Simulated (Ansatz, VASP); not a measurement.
## Two plane-wave programs on GaP

INCAR

```
SYSTEM = GaP
PREC = Accurate
ENCUT = 520
EDIFF = 1E-7
ISMEAR = 0
SIGMA = 0.05
LREAL = .False.
LASPH = .True.
NELM = 60
ALGO = Normal
ISIF = 2
LWAVE = .False.
LCHARG = .False.
GGA = PE
NBANDS = 16
```

Contents of KPOINTS:

```
Automatic mesh
0
Gamma
  10 10 10
  0 0 0
```

File POSCAR:

```
GaP
1.0
    0.0000000000      2.7902474808      2.6786375816
    2.7902474808      0.0000000000      2.6786375816
    2.7902474808      2.7902474808      0.0000000000
Ga P
1 1
Direct
    0.0000000000      0.0000000000      0.0000000000
    0.7500000000      0.7500000000      0.7500000000
```

Input for Ansatz:

```yaml
crystal:
  lattice:
    - [0.0, 2.7902474808, 2.6786375816]
    - [2.7902474808, 0.0, 2.6786375816]
    - [2.7902474808, 2.7902474808, 0.0]
  atoms:
    - { symbol: Ga, position: [0.0, 0.0, 0.0] }
    - { symbol: P, position: [0.75, 0.75, 0.75] }
basis:
  ecutwfc: 420
kpoints:
  mp_grid: { grid: [10, 10, 10] }
hamiltonian:
  xc: pbe
scf:
  occupations: { method: gaussian, width: 0.05 }
output:
  forces: true
  stress: true
  eigenvalues: true
```

Alike in both runs: task single point; functional PBE; k mesh 10 × 10 × 10; occupations gaussian, width 0.05 eV; no spin polarisation.

```csv
,VASP,Ansatz
version,VASP 6.6.1,Ansatz 0.2.0
potentials or method,"VASP PAW PBE potentials, release 64 (Ga_d, P), cutoff 520 eV","scalar-relativistic, plane waves, PAW"
valence electrons in the cell,18,18
```

|  | VASP | Ansatz | Ansatz less VASP |
| --- | --- | --- | --- |
| gap on the k mesh at the Fermi level (eV) | 1.27 | 1.27 | +0.001 |
| least direct gap on the mesh (eV) | 1.43 | 1.43 | +0.002 |
| pressure (GPa) | 0.0 | 0.0 | +0.01 |
| traceless stress, the component that is largest in VASP (GPa) | 1.84 | 1.84 | -0.002 |

The functional is the same, so the differences come from potentials, cutoffs and numerics.
